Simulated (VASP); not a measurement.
Here is a VASP 6.6.1 calculation.

File INCAR:

```
SYSTEM = In
ALGO     = Normal         ! electronic algorithm
EDIFF    = 1E-8           ! SCF threshold, eV
ENCUT    = 520            ! plane-wave cutoff, eV
GGA      = PE             ! functional
ISIF     = 2              ! what is computed and relaxed
ISMEAR   = -1             ! smearing method
LASPH    = .True.         ! aspherical terms in the spheres
LCHARG   = .False.        ! write CHGCAR
LEFG     = .True.       
LREAL    = .False.        ! projectors in reciprocal space
LWAVE    = .False.        ! write WAVECAR
NBANDS   = 12             ! bands
NELM     = 100            ! most SCF steps
PREC     = Accurate       ! precision mode
SIGMA    = 0.03           ! smearing width, eV
```

Contents of KPOINTS:

```
k-points
0
Gamma
  17 17 17
  0 0 0
```

File POSCAR:

```
In
1.0
   -1.6604059914      1.6604059914      2.2508730305
    1.6604059914     -1.6604059914      2.2508730305
    1.6604059914      1.6604059914     -2.2508730305
In
1
Direct
    0.0000000000      0.0000000000      0.0000000000
```

Potentials or basis: VASP PAW PBE potentials, release 64 (In_d).

Launch:

```bash
$ cat potpaw_PBE.64/In_d/POTCAR > POTCAR
$ mpirun -np 1 vasp_std > vasp.out
```

Q: Estimate the pressure.

A: 4.7 GPa.

Stress tensor (GPa, compression positive):
```
4.89 0.00 0.00
0.00 4.89 0.00
0.00 0.00 4.29
```

Caveat: without QUAD_EFG the Cq values of the log hold for a quadrupole moment of 1 mb, not for the nuclei.
